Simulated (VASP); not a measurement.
Wanted: the native input for a VASP 6.6.1 run.

```
Task                   : single point
Functional             : r2SCAN
Potentials or basis    : VASP PAW PBE potentials, release 64 (Ta_pv)
Cutoff                 : 520 eV
k mesh                 : 13 × 13 × 13
Occupations            : fermi-dirac, width 0.1 eV
Spin                   : no spin polarisation
Dipole correction      : no
Further INCAR settings : ALGO = Normal; EDIFF = 1e-07; NBANDS = 12
```

Ta:

```
CELL_PARAMETERS angstrom
0.00000 2.10383 2.10383
2.10383 0.00000 2.10383
2.10383 2.10383 0.00000
ATOMIC_POSITIONS crystal
Ta 0.00000 0.00000 0.00000
```

One way to write it, as run:

POSCAR

```
Ta
1.0
    0.0000000000      2.1038338316      2.1038338316
    2.1038338316      0.0000000000      2.1038338316
    2.1038338316      2.1038338316      0.0000000000
Ta
1
Direct
    0.0000000000      0.0000000000      0.0000000000
```

INCAR.step1

```
  PREC = Accurate
  ENCUT = 520
  ISMEAR = -1
  SIGMA = 0.1
  LREAL = False
  LASPH = True
  NELM = 80
  NBANDS = 12
  GGA = PE
  ALGO = Normal
  EDIFF = 1E-4
  LWAVE = True
  LCHARG = False
```

INCAR.step2

```
  PREC = Accurate
  ENCUT = 520
  EDIFF = 1E-7
  ISMEAR = -1
  SIGMA = 0.1
  LREAL = False
  LASPH = True
  NELM = 80
  ALGO = Normal
  ISIF = 2
  LWAVE = False
  LCHARG = False
  METAGGA = R2SCAN
  LMIXTAU = True
  NBANDS = 12
  ISTART = 1
```

KPOINTS

```
Automatic mesh
0
Gamma
  13 13 13
```

Potentials or basis: VASP PAW PBE potentials, release 64 (Ta_pv).

Run with:

```bash
$ cat potpaw_PBE.64/Ta_pv/POTCAR > POTCAR
$ cp INCAR.step1 INCAR
$ mpirun -np 1 vasp_std > vasp.out
$ cp INCAR.step2 INCAR
$ mpirun -np 1 vasp_std > vasp.out
```

Results of the run:

```json
{
 "Pressure": "0.5 GPa"
}
```

Caveat: the PAW data sets were made with another functional, which shifts forces and pressure a little.

It took 28 s on 1 thread of Intel(R) Xeon(R) 6975P-C (Granite Rapids), with other jobs on the host, peak memory 0.15 GiB.
